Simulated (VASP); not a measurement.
A run of VASP 6.6.1:

Contents of INCAR:

```
SYSTEM = ZrOs
PREC = Accurate ; ENCUT = 520
EDIFF = 1E-6 ; ISMEAR = 0
SIGMA = 0.15 ; LREAL = .False.
LASPH = .True. ; NELM = 80
ALGO = Fast ; ISIF = 2
LWAVE = .False. ; LCHARG = .False.
GGA = PS ; NBANDS = 17
```

Contents of KPOINTS:

```
Automatic mesh
0
Gamma
  14 14 14
  0 0 0
```

The input POSCAR:

```
ZrOs
1.0
    3.2630000000      0.2140528000      0.0000000000
    0.2140528000      3.2630000000      0.0000000000
    0.0000000000      0.0000000000      3.2630000000
Zr Os
1 1
Direct
    0.5000000000      0.5000000000      0.5000000000
    0.0000000000      0.0000000000      0.0000000000
```

Potentials or basis: VASP PAW PBE potentials, release 64 (Zr_sv, Os).

Command:

```console
$ cat potpaw_PBE.64/Zr_sv/POTCAR potpaw_PBE.64/Os/POTCAR > POTCAR
$ mpirun -np 1 vasp_std > vasp.out
```

Hardware: 1 thread of Oxide Virtual Turin-like Processor, with other jobs on the host.

How long does it take, and how much memory?

Wall time 4.5 min on 1 thread of Oxide Virtual Turin-like Processor, on a shared host, peak memory 0.35 GiB. Counts: scf iterations 18, k points 456.
